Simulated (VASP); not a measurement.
# Ag4B3 (P-43m) in VASP: single point with PBE

Aim: the single point of Ag4B3 with PBE.

Everything below comes from runs of VASP 6.6.1. Logs are shortened: lines on timing, memory, paths and dates and some standing lists are left out, and cuts for length are marked.

### 1 The cell of the first run

It takes space group P-43m (No. 215, cubic). The conventional cell has a = 4.826 Å, b = 4.826 Å, c = 4.826 Å, α = 90.00°, β = 90.00°, γ = 90.00°. Ag (site symmetry 3m) has 3 B at 2.17 Å within 2.9 Å. Within 2.9 Å of B (site symmetry -42m) lie 4 Ag at 2.17 Å.

### 2 Single point, PBE

INCAR reads:

```
SYSTEM = Ag4B3
ALGO     = Normal         ! electronic algorithm
EDIFF    = 1E-6           ! SCF threshold, eV
ENCUT    = 520            ! plane-wave cutoff, eV
GGA      = PE             ! functional
ISIF     = 2              ! what is computed and relaxed
ISMEAR   = 0              ! smearing method
LASPH    = .True.         ! aspherical terms in the spheres
LCHARG   = .True.         ! write CHGCAR
LELF     = .True.         ! ELF
LREAL    = .False.        ! projectors in reciprocal space
LVHAR    = .True.       
LWAVE    = .False.        ! write WAVECAR
NBANDS   = 36             ! bands
NELM     = 100            ! most SCF steps
PREC     = Accurate       ! precision mode
SIGMA    = 0.1            ! smearing width, eV
```

KPOINTS reads:

```
k-points
0
Gamma
  4 4 4
  0 0 0
```

POSCAR reads:

```
Ag4B3
1.0
    4.8259684500      0.0000000000      0.0000000000
    0.0000000000      4.8259684500      0.0000000000
    0.0000000000      0.0000000000      4.8259684500
Ag B
4 3
Direct
    0.7237776700      0.2762223300      0.2762223300
    0.2762223300      0.7237776700      0.2762223300
    0.2762223300      0.2762223300      0.7237776700
    0.7237776700      0.7237776700      0.7237776700
    0.0000000000      0.0000000000      0.5000000000
    0.5000000000      0.0000000000      0.0000000000
    0.0000000000      0.5000000000      0.0000000000
```

Potentials or basis: VASP PAW PBE potentials, release 64 (Ag, B).

Command:

```sh
cat potpaw_PBE.64/Ag/POTCAR potpaw_PBE.64/B/POTCAR > POTCAR
mpirun -np 1 vasp_std > vasp.out
```

OUTCAR:

```text
SYSTEM = Ag4B3
   EDIFF = 1E-6
   ENCUT = 520
   GGA = PE
   ISIF = 2
   ISMEAR = 0
   LASPH = .True.
   LREAL = .False.
   NELM = 100
   PREC = Accurate

 ion  position               nearest neighbor table
   1  0.724  0.276  0.276-   5 2.17   6 2.17   7 2.17   2 3.05   3 3.05   4 3.05   2 3.43   3 3.43
                             3 3.43   4 3.43   2 3.43   4 3.43
   2  0.276  0.724  0.276-   5 2.17   6 2.17   7 2.17   1 3.05   3 3.05   4 3.05   1 3.43   3 3.43
                             3 3.43   4 3.43   1 3.43   4 3.43
   3  0.276  0.276  0.724-   5 2.17   6 2.17   7 2.17   1 3.05   2 3.05   4 3.05   1 3.43   2 3.43
                             2 3.43   4 3.43   1 3.43   4 3.43
   4  0.724  0.724  0.724-   5 2.17   6 2.17   7 2.17   1 3.05   2 3.05   3 3.05   2 3.43   3 3.43
                             1 3.43   3 3.43   1 3.43   2 3.43
   5  0.000  0.000  0.500-   1 2.17   2 2.17   3 2.17   4 2.17
   6  0.500  0.000  0.000-   1 2.17   2 2.17   3 2.17   4 2.17
   7  0.000  0.500  0.000-   1 2.17   2 2.17   3 2.17   4 2.17

  LATTYP: Found a simple cubic cell.
 ALAT       =     4.8259684500

  Lattice vectors:

 A1 = (   4.8259684500,   0.0000000000,   0.0000000000)
 A2 = (   0.0000000000,   4.8259684500,   0.0000000000)
 A3 = (   0.0000000000,   0.0000000000,   4.8259684500)

Analysis of symmetry for initial positions (statically):
=====================================================================
 Subroutine PRICEL returns:
 Original cell was already a primitive cell.

 Routine SETGRP: Setting up the symmetry group for a
 simple cubic supercell.

 Subroutine GETGRP returns: Found 24 space group operations
 (whereof 24 operations were pure point group operations)
 out of a pool of 48 trial point group operations.

The static configuration has the point symmetry T_d .

Analysis of symmetry for dynamics (positions and initial velocities):
=====================================================================
 Subroutine PRICEL returns:
 Original cell was already a primitive cell.

 Routine SETGRP: Setting up the symmetry group for a
 simple cubic supercell.

 Subroutine GETGRP returns: Found 24 space group operations
 (whereof 24 operations were pure point group operations)
 out of a pool of 48 trial point group operations.

The dynamic configuration has the point symmetry T_d .

 Subroutine INISYM returns: Found 24 space group operations
 (whereof 24 operations are pure point group operations),
 and found     1 'primitive' translations

----------------------------------------------------------------------------------------

                                     Primitive cell

  volume of cell :     112.3967

  direct lattice vectors                    reciprocal lattice vectors
     4.825968450  0.000000000  0.000000000     0.207212295  0.000000000  0.000000000
     0.000000000  4.825968450  0.000000000     0.000000000  0.207212295  0.000000000
     0.000000000  0.000000000  4.825968450     0.000000000  0.000000000  0.207212295

  length of vectors
     4.825968450  4.825968450  4.825968450     0.207212295  0.207212295  0.207212295

  position of ions in fractional coordinates (direct lattice)
     0.723777670  0.276222330  0.276222330
     0.276222330  0.723777670  0.276222330
     0.276222330  0.276222330  0.723777670
     0.723777670  0.723777670  0.723777670
     0.000000000  0.000000000  0.500000000
     0.500000000  0.000000000  0.000000000
     0.000000000  0.500000000  0.000000000

  ion indices of the primitive-cell ions
   primitive index   ion index
                 1           1
                 2           2
                 3           3
                 4           4
                 5           5
                 6           6
                 7           7

----------------------------------------------------------------------------------------

 KPOINTS: k-points

Automatic generation of k-mesh.
 Grid dimensions read from file:
 generate k-points for:    4    4    4

 Generating k-lattice:

  Cartesian coordinates                     Fractional coordinates (reciprocal lattice)
     0.051803074  0.000000000  0.000000000     0.250000000  0.000000000  0.000000000
     0.000000000  0.051803074  0.000000000     0.000000000  0.250000000  0.000000000
     0.000000000  0.000000000  0.051803074     0.000000000  0.000000000  0.250000000

  Length of vectors
     0.051803074  0.051803074  0.051803074

  Shift w.r.t. Gamma in fractional coordinates (k-lattice)
     0.000000000  0.000000000  0.000000000

 Subroutine IBZKPT returns following result:
 ===========================================

 Found     10 irreducible k-points:

 Following reciprocal coordinates:
            Coordinates               Weight
  0.000000  0.000000  0.000000      1.000000
  0.250000  0.000000  0.000000      6.000000
  0.500000  0.000000  0.000000      3.000000
  0.250000  0.250000  0.000000     12.000000
  0.500000  0.250000  0.000000     12.000000
  0.500000  0.500000  0.000000      3.000000
  0.250000  0.250000  0.250000      8.000000
  0.500000  0.250000  0.250000     12.000000
  0.500000  0.500000  0.250000      6.000000
  0.500000  0.500000  0.500000      1.000000
   k-points           NKPTS =     10   k-points in BZ     NKDIM =     10   number of bands    NBANDS=     36
   number of dos      NEDOS =    301   number of ions     NIONS =      7
   total plane-waves  NPLWV =  46656
   dimension x,y,z NGX =    36 NGY =   36 NGZ =   36
   dimension x,y,z NGXF=    72 NGYF=   72 NGZF=   72
   ions per type =               4   3
   NGX,Y,Z   is equivalent  to a cutoff of  12.40, 12.40, 12.40 a.u.
   NGXF,Y,Z  is equivalent  to a cutoff of  24.80, 24.80, 24.80 a.u.
 SYSTEM =  Ag4B3
   PREC   = accura    normal or accurate (medium, high low for compatibility)
   ISTART =      0    job   : 0-new  1-cont  2-samecut
   ICHARG =      2    charge: 1-file 2-atom 10-const
   ISPIN  =      1    spin polarized calculation?
   LNONCOLLINEAR =      F non collinear calculations
   LSORBIT =      F    spin-orbit coupling
   LASPH  =      T    aspherical Exc in radial PAW
   ENCUT  =  520.0 eV  38.22 Ry    6.18 a.u.   8.97  8.97  8.97*2*pi/ulx,y,z
   NELM   =    100;   NELMIN=  2; NELMDL= -5     # of ELM steps
   EDIFF  = 0.1E-05   stopping-criterion for ELM
   LREAL  =      F    real-space projection
   EDIFFG = 0.1E-04   stopping-criterion for IOM
   NSW    =      0    number of steps for IOM
   IBRION =     -1    ionic relax: 0-MD 1-quasi-New 2-CG
   NFREE  =      0    steps in history (QN), initial steepest desc. (CG)
   ISIF   =      2    stress and relaxation
   ISYM   =      2    0-nonsym 1-usesym 2-fastsym
   POTIM  = 0.5000    time-step for ionic-motion
   TEBEG  =    0.0;   TEEND  =   0.0 temperature during run
   PSTRESS=    0.0 pullay stress
   NELECT =      53.0000    total number of electrons
   NUPDOWN=      -1.0000    fix difference up-down
   EMIN   =  10.00;   EMAX   =-10.00  energy-range for DOS
   EFERMI =   0.00;   METHOD = LEGACY
   ISMEAR =     0;   SIGMA  =   0.10  broadening in eV -4-tet -1-fermi 0-gaus
   EFERMI_NEDOS =   21; number of points for ismear=-14 and -15
   IALGO  =     38    algorithm
   IMIX   =      4    mixing-type and parameters
     AMIX     =   0.40;   BMIX     =  1.00
     AMIX_MAG =   1.60;   BMIX_MAG =  1.00
  volume/ion in A,a.u.               =      16.06       108.36
  Fermi-wavevector in a.u.,A,eV,Ry     =   1.274233  2.407952 22.091381  1.623671
  Thomas-Fermi vector in A             =   2.407013
   LORBIT       =      0    0 simple, 1 ext, 2 COOP (PROOUT), +10 PAW based schemes
   GGA     = PE    functional components
   LHFCALC =     F    Hartree Fock is set to
   AEXX    =    0.0000 exact exchange contribution
   IVDW    =     0    specifies the selected vdW correction
   LEPSILON=     F    determine dielectric tensor
   LRPA    =     F    only Hartree local field effects (RPA)
 non-spin polarized calculation
 Gauss-broadening in eV      SIGMA  =   0.10
  energy-cutoff  :      520.00
  volume of cell :      112.40
 maximum number of plane-waves:      3050
 NGX is ok and might be reduce to    36
   NGX = 17   NGY = 17   NGZ = 17

 number of electron      52.9999964 magnetization

 Free energy of the ion-electron system (eV)
  ---------------------------------------------------
  ext. energy  EPLUGINS =         0.00000000
  ---------------------------------------------------
  free energy    TOTEN  =       -22.65619019 eV

  energy without entropy =      -22.63197056  energy(sigma->0) =      -22.64408038

 E-fermi :   5.8764     XC(G=0): -10.9020

 val. band max:        5.8076246852   @ k =   0.5000   0.2500   0.0000
 cond. band min:       5.8782765478   @ k =   0.5000   0.2500   0.2500
 fundamental gap:      0.0706518626
 Fermi energy:         5.8764273883

 k-point     1 :       0.0000    0.0000    0.0000
  band No.  band energies     occupation
      1      -3.7169      2.00000
      2      -2.0205      2.00000
      3      -2.0205      2.00000
      4      -0.7284      2.00000
      5      -0.7284      2.00000
      6      -0.7284      2.00000
[... 28 lines left out ...]
     35      12.9629      0.00000
     36      13.7868      0.00000

 k-point     2 :       0.2500    0.0000    0.0000
  band No.  band energies     occupation
      1      -3.4013      2.00000
      2      -2.1106      2.00000
      3      -1.9708      2.00000
      4      -0.7354      2.00000
      5      -0.5882      2.00000
      6      -0.5882      2.00000
[... 28 lines left out ...]
     35      13.2900      0.00000
     36      13.2900      0.00000
[... 271 lines left out ...]
     35      13.1488      0.00000
     36      13.1488      0.00000

 k-point    10 :       0.5000    0.5000    0.5000
  band No.  band energies     occupation
      1      -2.4154      2.00000
      2      -2.4154      2.00000
      3      -2.4154      2.00000
      4      -0.3715      2.00000
      5      -0.1874      2.00000
      6      -0.1874      2.00000
[... 28 lines left out ...]
     35      13.8280      0.00000
     36      13.8280      0.00000

------------------------ aborting loop because EDIFF is reached ----------------------------------------

  FORCE on cell =-STRESS in cart. coord.  units (eV):
  Direction    XX          YY          ZZ          XY          YZ          ZX
  --------------------------------------------------------------------------------------
  -------------------------------------------------------------------------------------
  Total       -0.0144406     -0.0144406     -0.0144406     -0.0000000     -0.0000000      0.0000000
  in kB       -0.2058456     -0.2058456     -0.2058456     -0.0000000     -0.0000000      0.0000000
  external PRESSURE =      -0.2058456 kB  Pullay stress =       0.0000000 kB

 VOLUME and BASIS-vectors are now :
 -----------------------------------------------------------------------------
  energy-cutoff  :      520.00
  volume of cell :      112.40
      direct lattice vectors                 reciprocal lattice vectors
     4.825968450  0.000000000  0.000000000     0.207212295  0.000000000  0.000000000
     0.000000000  4.825968450  0.000000000     0.000000000  0.207212295  0.000000000
     0.000000000  0.000000000  4.825968450     0.000000000  0.000000000  0.207212295

 POSITION                                       TOTAL-FORCE (eV/Angst)
 -----------------------------------------------------------------------------------
      3.49293      1.33304      1.33304        -0.156873      0.156873      0.156873
      1.33304      3.49293      1.33304         0.156873     -0.156873      0.156873
      1.33304      1.33304      3.49293         0.156873      0.156873     -0.156873
      3.49293      3.49293      3.49293        -0.156873     -0.156873     -0.156873
      0.00000      0.00000      2.41298         0.000000     -0.000000      0.000000
      2.41298      0.00000      0.00000         0.000000      0.000000      0.000000
      0.00000      2.41298      0.00000         0.000000      0.000000     -0.000000
 -----------------------------------------------------------------------------------
    total drift:                                0.000000      0.000000      0.000000

  FREE ENERGIE OF THE ION-ELECTRON SYSTEM (eV)
  ---------------------------------------------------
  free  energy   TOTEN  =       -22.6561901867 eV

  energy  without entropy=      -22.6319705636  energy(sigma->0) =      -22.64408038
```

Wall time 37 s (1 thread of Intel Xeon 6975P-C, shared host); peak memory 0.21 GiB.

What came out:

```
Free energy   : -22.6562 eV
Pressure      : 0.0 GPa
Largest force : 0.272 eV/Å
```

Forces on the atoms (eV/Å):
```
Ag  -0.157  0.157  0.157
Ag   0.157 -0.157  0.157
Ag   0.157  0.157 -0.157
Ag  -0.157 -0.157 -0.157
B    0.000  0.000  0.000
B    0.000  0.000  0.000
B    0.000  0.000  0.000
```

Levels at points of the mesh, in eV from the Fermi level:
```csv
k point,band 25,band 26,band 27,band 28,band 29,band 30
"(0.00, 0.00, 0.00)",-1.30,-1.30,-0.85,0.96,0.96,0.96
"(0.50, 0.00, 0.00)",-1.41,-1.05,-0.42,0.71,0.99,0.99
"(0.50, 0.50, 0.00)",0.20,0.20,0.38,0.46,0.94,0.94
"(0.50, 0.50, 0.50)",-2.82,-2.82,-2.82,-1.23,3.30,3.30
```
